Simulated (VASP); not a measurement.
Crystal: HgTe.

```
CELL_PARAMETERS angstrom
0.00000 3.19048 3.41966
3.19048 0.00000 3.41966
3.19048 3.19048 0.00000
ATOMIC_POSITIONS crystal
Hg 0.00000 0.00000 0.00000
Te 0.25000 0.25000 0.25000
```

This cell differs from its parent crystal: epitaxial xy strain -3.0%.

Base run:

| Property | Result |
| --- | --- |
| Program | VASP 6.6.1 |
| Functional | PBE |
| Potentials or basis | VASP PAW PBE potentials, release 64 (Hg, Te) |
| Cutoff | 520 eV |
| k mesh | 6 × 6 × 6 |
| Occupations | fermi-dirac, width 0.02 eV |
| Spin | no spin polarisation |

Its results: band gap on the k mesh zero (filled and empty bands touch); pressure 2.2 GPa.

Q: The run is repeated on the same cell with these changes: functional from PBE to r2SCAN. What comes out?

A: Band gap on the k mesh zero (filled and empty bands touch); pressure 0.9 GPa.

Caveats: semilocal functionals underestimate gaps, so a narrow gap can read as zero; spin-orbit coupling is left out, which moves the levels of the heavy elements; the PAW data sets were made with another functional, which shifts forces and pressure a little (at least some runs).
